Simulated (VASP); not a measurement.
# SiC5 (P6/mmm) in VASP: further runs

SiC5 is run at these levels: PBE; tasks: single point, relaxation of cell and atoms.

Program: VASP 6.6.1. These are calculated values, not measurements. Logs are shortened: lines on timing, memory, paths and dates and some standing lists are left out, and cuts for length are marked.

### Step 1. The cell of the first run

Symmetry: P6/mmm, No. 191, hexagonal system. The conventional cell has a = 3.299 Å, b = 3.299 Å, c = 6.197 Å, α = 90.00°, β = 90.00°, γ = 120.00°. Within 2.5 Å of Si (site symmetry 6/mmm) lie 2 C at 1.88 Å. Within 2.5 Å of C (site symmetry 6mm) lie 1 Si at 1.88 Å and 7 C at 2.05 to 2.44 Å. C (site symmetry mmm) has 8 C at 1.65 to 2.05 Å within 2.2 Å.

The cell was generated, and may not be a known phase.

### Step 2. Single point, PBE

INCAR

```
ALGO     = Normal         # electronic algorithm
EDIFF    = 1E-6           # SCF threshold, eV
ENCUT    = 520            # plane-wave cutoff, eV
GGA      = PE             # functional
ISIF     = 2              # what is computed and relaxed
ISMEAR   = 0              # smearing method
LASPH    = True           # aspherical terms in the spheres
LCHARG   = False          # write CHGCAR
LREAL    = False          # projectors in reciprocal space
LWAVE    = False          # write WAVECAR
NBANDS   = 21             # bands
NELM     = 60             # most SCF steps
PREC     = Accurate       # precision mode
SIGMA    = 0.1            # smearing width, eV
```

KPOINTS

```
k-points
0
Gamma
  12 12 6
```

POSCAR

```
SiC5
1.0
    3.2989635365      0.0000000000      0.0000000000
   -1.6494817683      2.8569862288      0.0000000000
    0.0000000000      0.0000000000      6.1973836761
Si C
1 5
Direct
    0.0000000000      0.0000000000      0.5000000000
    0.0000000000      0.0000000000      0.8028382725
    0.0000000000      0.0000000000      0.1971617275
    0.5000000000      0.0000000000      0.0000000000
    0.0000000000      0.5000000000      0.0000000000
    0.5000000000      0.5000000000      0.0000000000
```

Potentials or basis: VASP PAW PBE potentials, release 64 (Si, C).

Started as:

```console
cat potpaw_PBE.64/Si/POTCAR potpaw_PBE.64/C/POTCAR > POTCAR
mpirun -np 1 vasp_std > vasp.out
```

OUTCAR:

```text
EDIFF = 1E-6
   ENCUT = 520
   GGA = PE
   ISIF = 2
   ISMEAR = 0
   LASPH = True
   LREAL = False
   NELM = 60
   PREC = Accurate

 ion  position               nearest neighbor table
   1  0.000  0.000  0.500-   2 1.88   3 1.88
   2  0.000  0.000  0.803-   1 1.88   4 2.05   4 2.05   6 2.05   6 2.05   5 2.05   5 2.05
   3  0.000  0.000  0.197-   1 1.88   4 2.05   4 2.05   6 2.05   6 2.05   5 2.05   5 2.05
   4  0.500  0.000  0.000-   5 1.65   5 1.65   6 1.65   6 1.65   2 2.05   2 2.05   3 2.05   3 2.05

   5  0.000  0.500  0.000-   6 1.65   6 1.65   4 1.65   4 1.65   2 2.05   3 2.05   2 2.05   3 2.05

   6  0.500  0.500  0.000-   5 1.65   5 1.65   4 1.65   4 1.65   2 2.05   3 2.05   2 2.05   3 2.05

  LATTYP: Found a hexagonal cell.
 ALAT       =     3.2989635365
 C/A-ratio  =     1.8785850791

  Lattice vectors:

 A1 = (   3.2989635365,   0.0000000000,   0.0000000000)
 A2 = (  -1.6494817683,   2.8569862288,   0.0000000000)
 A3 = (   0.0000000000,   0.0000000000,   6.1973836761)

Analysis of symmetry for initial positions (statically):
=====================================================================
 Subroutine PRICEL returns:
 Original cell was already a primitive cell.

 Routine SETGRP: Setting up the symmetry group for a
 hexagonal supercell.

 Subroutine GETGRP returns: Found 24 space group operations
 (whereof 24 operations were pure point group operations)
 out of a pool of 24 trial point group operations.

The static configuration has the point symmetry D_6h.

Analysis of symmetry for dynamics (positions and initial velocities):
=====================================================================
 Subroutine PRICEL returns:
 Original cell was already a primitive cell.

 Routine SETGRP: Setting up the symmetry group for a
 hexagonal supercell.

 Subroutine GETGRP returns: Found 24 space group operations
 (whereof 24 operations were pure point group operations)
 out of a pool of 24 trial point group operations.

The dynamic configuration has the point symmetry D_6h.

 Subroutine INISYM returns: Found 24 space group operations
 (whereof 24 operations are pure point group operations),
 and found     1 'primitive' translations

----------------------------------------------------------------------------------------

                                     Primitive cell

  volume of cell :      58.4109

  direct lattice vectors                    reciprocal lattice vectors
     3.298963537  0.000000000  0.000000000     0.303125509  0.175009594  0.000000000
    -1.649481768  2.856986229  0.000000000     0.000000000  0.350019188  0.000000000
     0.000000000  0.000000000  6.197383676     0.000000000  0.000000000  0.161358414

  length of vectors
     3.298963537  3.298963537  6.197383676     0.350019188  0.350019188  0.161358414

  position of ions in fractional coordinates (direct lattice)
     0.000000000  0.000000000  0.500000000
     0.000000000  0.000000000  0.802838272
     0.000000000  0.000000000  0.197161728
     0.500000000  0.000000000  0.000000000
     0.000000000  0.500000000  0.000000000
     0.500000000  0.500000000  0.000000000

  ion indices of the primitive-cell ions
   primitive index   ion index
                 1           1
                 2           2
                 3           3
                 4           4
                 5           5
                 6           6

----------------------------------------------------------------------------------------

 KPOINTS: k-points

Automatic generation of k-mesh.
 Grid dimensions read from file:
 generate k-points for:   12   12    6

 Generating k-lattice:

  Cartesian coordinates                     Fractional coordinates (reciprocal lattice)
     0.025260459  0.014584133  0.000000000     0.083333333  0.000000000  0.000000000
     0.000000000  0.029168266  0.000000000     0.000000000  0.083333333  0.000000000
     0.000000000  0.000000000  0.026893069     0.000000000  0.000000000  0.166666667

  Length of vectors
     0.029168266  0.029168266  0.026893069

  Shift w.r.t. Gamma in fractional coordinates (k-lattice)
     0.000000000  0.000000000  0.000000000

 Subroutine IBZKPT returns following result:
 ===========================================

 Found     76 irreducible k-points:

 Following reciprocal coordinates:
            Coordinates               Weight
  0.000000  0.000000  0.000000      1.000000
  0.083333  0.000000  0.000000      6.000000
  0.166667  0.000000  0.000000      6.000000
  0.250000  0.000000  0.000000      6.000000
  0.333333  0.000000  0.000000      6.000000
  0.416667  0.000000  0.000000      6.000000
[... 16 lines left out ...]
  0.250000  0.000000  0.166667     12.000000
  0.333333  0.000000  0.166667     12.000000
 [... further k-points ...]
   k-points           NKPTS =     76   k-points in BZ     NKDIM =     76   number of bands    NBANDS=     21
   number of dos      NEDOS =    301   number of ions     NIONS =      6
   total plane-waves  NPLWV =  37632
   dimension x,y,z NGX =    28 NGY =   28 NGZ =   48
   dimension x,y,z NGXF=    56 NGYF=   56 NGZF=   96
   ions per type =               1   5
   NGX,Y,Z   is equivalent  to a cutoff of  14.11, 14.11, 12.88 a.u.
   NGXF,Y,Z  is equivalent  to a cutoff of  28.22, 28.22, 25.75 a.u.
 SYSTEM =  unknown system
   PREC   = accura    normal or accurate (medium, high low for compatibility)
   ISTART =      0    job   : 0-new  1-cont  2-samecut
   ICHARG =      2    charge: 1-file 2-atom 10-const
   ISPIN  =      1    spin polarized calculation?
   LNONCOLLINEAR =      F non collinear calculations
   LSORBIT =      F    spin-orbit coupling
   LASPH  =      T    aspherical Exc in radial PAW
   ENCUT  =  520.0 eV  38.22 Ry    6.18 a.u.   6.13  6.13 11.52*2*pi/ulx,y,z
   NELM   =     60;   NELMIN=  2; NELMDL= -5     # of ELM steps
   EDIFF  = 0.1E-05   stopping-criterion for ELM
   LREAL  =      F    real-space projection
   EDIFFG = 0.1E-04   stopping-criterion for IOM
   NSW    =      0    number of steps for IOM
   IBRION =     -1    ionic relax: 0-MD 1-quasi-New 2-CG
   NFREE  =      0    steps in history (QN), initial steepest desc. (CG)
   ISIF   =      2    stress and relaxation
   ISYM   =      2    0-nonsym 1-usesym 2-fastsym
   POTIM  = 0.5000    time-step for ionic-motion
   TEBEG  =    0.0;   TEEND  =   0.0 temperature during run
   PSTRESS=    0.0 pullay stress
   NELECT =      24.0000    total number of electrons
   NUPDOWN=      -1.0000    fix difference up-down
   EMIN   =  10.00;   EMAX   =-10.00  energy-range for DOS
   EFERMI =   0.00;   METHOD = LEGACY
   ISMEAR =     0;   SIGMA  =   0.10  broadening in eV -4-tet -1-fermi 0-gaus
   EFERMI_NEDOS =   21; number of points for ismear=-14 and -15
   IALGO  =     38    algorithm
   IMIX   =      4    mixing-type and parameters
     AMIX     =   0.40;   BMIX     =  1.00
     AMIX_MAG =   1.60;   BMIX_MAG =  1.00
  volume/ion in A,a.u.               =       9.74        65.70
  Fermi-wavevector in a.u.,A,eV,Ry     =   1.217065  2.299920 20.153603  1.481248
  Thomas-Fermi vector in A             =   2.352398
   LORBIT       =      0    0 simple, 1 ext, 2 COOP (PROOUT), +10 PAW based schemes
   GGA     = PE    functional components
   LHFCALC =     F    Hartree Fock is set to
   AEXX    =    0.0000 exact exchange contribution
   IVDW    =     0    specifies the selected vdW correction
   LEPSILON=     F    determine dielectric tensor
   LRPA    =     F    only Hartree local field effects (RPA)
 non-spin polarized calculation
 Gauss-broadening in eV      SIGMA  =   0.10
  energy-cutoff  :      520.00
  volume of cell :       58.41
 maximum number of plane-waves:      1608
 NGX is ok and might be reduce to    28
   NGX = 13   NGY = 13   NGZ = 23

 number of electron      23.9999998 magnetization

 Free energy of the ion-electron system (eV)
  ---------------------------------------------------
  ext. energy  EPLUGINS =         0.00000000
  ---------------------------------------------------
  free energy    TOTEN  =       -31.92502619 eV

  energy without entropy =      -31.91162186  energy(sigma->0) =      -31.91832402

 E-fermi :   6.9124     XC(G=0): -11.0416

 val. band max:        6.9023063584   @ k =   0.1667   0.1667   0.5000
 cond. band min:       6.9309447161   @ k =   0.1667   0.1667   0.3333
 fundamental gap:      0.0286383577
 Fermi energy:         6.9124323557

 k-point     1 :       0.0000    0.0000    0.0000
  band No.  band energies     occupation
      1     -14.6284      2.00000
      2      -6.5783      2.00000
      3      -5.3231      2.00000
      4      -5.0045      2.00000
      5      -1.5501      2.00000
      6      -1.5501      2.00000
[... 13 lines left out ...]
     20      13.8991      0.00000
     21      13.9202      0.00000

 k-point     2 :       0.0833    0.0000    0.0000
  band No.  band energies     occupation
      1     -14.5301      2.00000
      2      -6.4839      2.00000
      3      -5.5385      2.00000
      4      -4.9720      2.00000
      5      -2.1672      2.00000
      6      -1.7091      2.00000
[... 13 lines left out ...]
     20      13.7080      0.00000
     21      14.4579      0.00000

 k-point     3 :       0.1667    0.0000    0.0000
  band No.  band energies     occupation
      1     -14.2361      2.00000
      2      -6.2178      2.00000
      3      -6.2050      2.00000
      4      -4.9396      2.00000
      5      -3.0296      2.00000
      6      -2.0727      2.00000
[... 13 lines left out ...]
     20      13.3469      0.00000
     21      14.5958      0.00000
[... 457 lines left out ...]
 k-point    23 :       0.2500    0.0000    0.1667
  band No.  band energies     occupation
      1     -13.7465      2.00000
      2      -7.3288      2.00000
      3      -5.9829      2.00000
      4      -4.8672      2.00000
      5      -3.0784      2.00000
      6      -2.4653      2.00000
[... 13 lines left out ...]
     20      12.8478      0.00000
     21      14.3832      0.00000

 k-point    24 :       0.3333    0.0000    0.1667
  band No.  band energies     occupation
      1     -13.0708      2.00000
      2      -8.6371      2.00000
      3      -5.4851      2.00000
      4      -5.0993      2.00000
      5      -2.7937      2.00000
      6      -2.7888      2.00000
[... 13 lines left out ...]
     20      12.7423      0.00000
     21      14.0797      0.00000

 [... further k-points ...]

------------------------ aborting loop because EDIFF is reached ----------------------------------------

  FORCE on cell =-STRESS in cart. coord.  units (eV):
  Direction    XX          YY          ZZ          XY          YZ          ZX
  --------------------------------------------------------------------------------------
  -------------------------------------------------------------------------------------
  Total       -0.0125266     -0.0125266      0.0021697      0.0000000      0.0000000      0.0000000
  in kB       -0.3435979     -0.3435979      0.0595150      0.0000000      0.0000000      0.0000000
  external PRESSURE =      -0.2092269 kB  Pullay stress =       0.0000000 kB

 VOLUME and BASIS-vectors are now :
 -----------------------------------------------------------------------------
  energy-cutoff  :      520.00
  volume of cell :       58.41
      direct lattice vectors                 reciprocal lattice vectors
     3.298963537  0.000000000  0.000000000     0.303125509  0.175009594  0.000000000
    -1.649481768  2.856986229  0.000000000     0.000000000  0.350019188  0.000000000
     0.000000000  0.000000000  6.197383676     0.000000000  0.000000000  0.161358414

 POSITION                                       TOTAL-FORCE (eV/Angst)
 -----------------------------------------------------------------------------------
      0.00000      0.00000      3.09869         0.000000      0.000000      0.000000
      0.00000      0.00000      4.97550        -0.000000      0.000000      0.007407
      0.00000      0.00000      1.22189         0.000000     -0.000000     -0.007407
      1.64948      0.00000      0.00000         0.000000      0.000000      0.000000
     -0.82474      1.42849      0.00000         0.000000      0.000000      0.000000
      0.82474      1.42849      0.00000         0.000000      0.000000      0.000000
 -----------------------------------------------------------------------------------
    total drift:                                0.000000      0.000000     -0.000000

  FREE ENERGIE OF THE ION-ELECTRON SYSTEM (eV)
  ---------------------------------------------------
  free  energy   TOTEN  =       -31.9250261878 eV

  energy  without entropy=      -31.9116218594  energy(sigma->0) =      -31.91832402
```

It took 93 s on 1 thread of Intel Xeon 8259CL, shared host; peak memory 0.22 GiB.

What came out:

```
Free energy            : -31.9250 eV
Pressure               : 0.0 GPa
Largest force          : 0.007 eV/Å
Band gap on the k mesh : zero (bands 12 and 13 overlap by 1.66 eV)
```

Forces in eV/Å, atoms in the order of the input:
```
Si   0.000  0.000  0.000
C    0.000  0.000  0.007
C    0.000  0.000 -0.007
C    0.000  0.000  0.000
C    0.000  0.000  0.000
C    0.000  0.000  0.000
```

### Step 3. Relaxation of cell and atoms, PBE

INCAR

```
PREC = Accurate
ENCUT = 600
EDIFF = 1E-6
ISMEAR = 0
SIGMA = 0.1
LREAL = F
LASPH = T
NELM = 100
ALGO = Normal
ISIF = 3
LWAVE = F
LCHARG = F
GGA = PE
IBRION = 2
NSW = 100
EDIFFG = -0.01
```

KPOINTS

```
Automatic mesh
0
Gamma
  12 12 6
```

POSCAR

```
SiC5
1.0
    3.3018901444      0.0000000000      0.0000000000
   -1.6509450722      2.8595207456      0.0000000000
    0.0000000000      0.0000000000      6.1783451667
Si C
1 5
Direct
    0.0000000000      0.0000000000      0.5000000000
    0.0000000000      0.0000000000      0.8029255891
    0.0000000000      0.0000000000      0.1970744109
    0.5000000000      0.0000000000      0.0000000000
    0.0000000000      0.5000000000      0.0000000000
    0.5000000000      0.5000000000      0.0000000000
```

Potentials or basis: VASP PAW PBE potentials, release 64 (Si, C).

Started as:

```console
cat potpaw_PBE.64/Si/POTCAR potpaw_PBE.64/C/POTCAR > POTCAR
mpirun -np 1 vasp_std > vasp.out
```

Wall time 2.7 min (1 thread of Intel Xeon 8259CL, shared host); peak memory 0.23 GiB.

Results (log left out):

```
Free energy                           : -31.9297 eV
Relaxed volume                        : 9.71 Å³/atom
Relaxed cell                          : a = 3.297 Å, b = 3.297 Å, c = 6.192 Å, α = 90.00°, β = 90.00°, γ = 120.00°
Space group after relaxing (to 0.1 Å) : P6/mmm (No. 191)
Energy gained by relaxing             : 0.1 meV/atom
Ionic steps                           : 3
Pressure after relaxing               : 0.1 GPa
Largest force after relaxing          : 0.004 eV/Å
Band gap on the k mesh                : zero (bands 12 and 13 overlap by 1.66 eV)
```

Forces in eV/Å, atoms in the order of the input:
```
Si   0.000  0.000  0.000
C    0.000  0.000 -0.004
C    0.000  0.000  0.004
C    0.000  0.000  0.000
C    0.000  0.000  0.000
C    0.000  0.000  0.000
```

Step by step:
```
step  energy change (eV)  largest force (eV/Å)  pressure (GPa)  volume (Å³)
   1              0.0000                0.0170           -0.08        58.33
   2             -0.0005                0.0006            0.04        58.29
   3             -0.0005                0.0045            0.07        58.28
```

Final structure:
```cif
data_structure
_symmetry_space_group_name_H-M 'P 1'
_symmetry_Int_Tables_number 1
_cell_length_a 3.2968
_cell_length_b 3.2968
_cell_length_c 6.1918
_cell_angle_alpha 90.000
_cell_angle_beta 90.000
_cell_angle_gamma 120.000
_cell_volume 58.28
loop_
_atom_site_label
_atom_site_type_symbol
_atom_site_fract_x
_atom_site_fract_y
_atom_site_fract_z
_atom_site_occupancy
Si1 Si 0.00000 0.00000 0.50000 1
C1 C 0.00000 0.00000 0.80309 1
C2 C 0.00000 0.00000 0.19691 1
C3 C 0.50000 0.00000 0.00000 1
C4 C 0.00000 0.50000 0.00000 1
C5 C 0.50000 0.50000 0.00000 1
```

Levels at points of the mesh, in eV from the Fermi level:
```
           k point  band 10  band 11  band 12  band 13  band 14  band 15
(0.00, 0.00, 0.00)    -4.11    -0.75    -0.75    -0.47     1.64     1.64
(0.50, 0.00, 0.00)    -2.90    -0.58     0.62     0.77     0.79     1.28
(0.00, 0.00, 0.50)    -3.50    -1.55    -1.04    -1.04     1.92     1.92
(0.50, 0.00, 0.50)    -2.62    -1.88    -0.40     1.28     1.81     1.95
```

The gap in the log of VASP goes by the Fermi energy; the results here count the filled bands.